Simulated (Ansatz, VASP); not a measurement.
Ir2S: VASP beside Ansatz

```
CELL_PARAMETERS angstrom
4.14162 0.00000 0.00000
0.00000 4.14162 0.00000
0.00000 0.00000 5.96234
ATOMIC_POSITIONS crystal
Ir 0.00000 0.50000 0.20300
Ir 0.00000 0.50000 0.70300
Ir 0.50000 0.00000 0.29700
Ir 0.50000 0.00000 0.79700
S 0.00000 0.00000 0.00000
S 0.50000 0.50000 0.50000
```

Alike in both runs: task single point; functional PBE; k mesh 4 × 4 × 4; occupations gaussian, width 0.1 eV; collinear spin.

|  | VASP | Ansatz |
| --- | --- | --- |
| version | VASP 6.6.1 | Ansatz 0.2.0 |
| potentials or method | VASP PAW PBE potentials, release 64 (Ir, S), cutoff 520 eV | scalar-relativistic, plane waves, PAW |
| valence electrons in the cell | 48 | 80 |

```tsv
	VASP	Ansatz	Ansatz less VASP
gap on the k mesh at the Fermi level (eV)	none	none	-
pressure (GPa)	-17.8	-18.1	-0.36
traceless stress, the component that is largest in VASP (GPa)	0.06	0.15	+0.087
rms of the force components (eV/Å)	0.205	0.192	-0.0135
net moment per atom (μB)	0.00	0.00	0.000
```

Atom by atom the forces differ by 0.014 eV/Å (rms over components). A gap of «none» marks a metal or a gap that the smearing closes. VASP's potentials hold 48 valence electrons a cell and Ansatz's 80, so a difference there can come from the potentials and not from the codes. Ansatz's warnings: seeded moment not kept.

The k mesh is coarse, so the values compare programs but aren't converged. Spin-orbit coupling is off throughout.
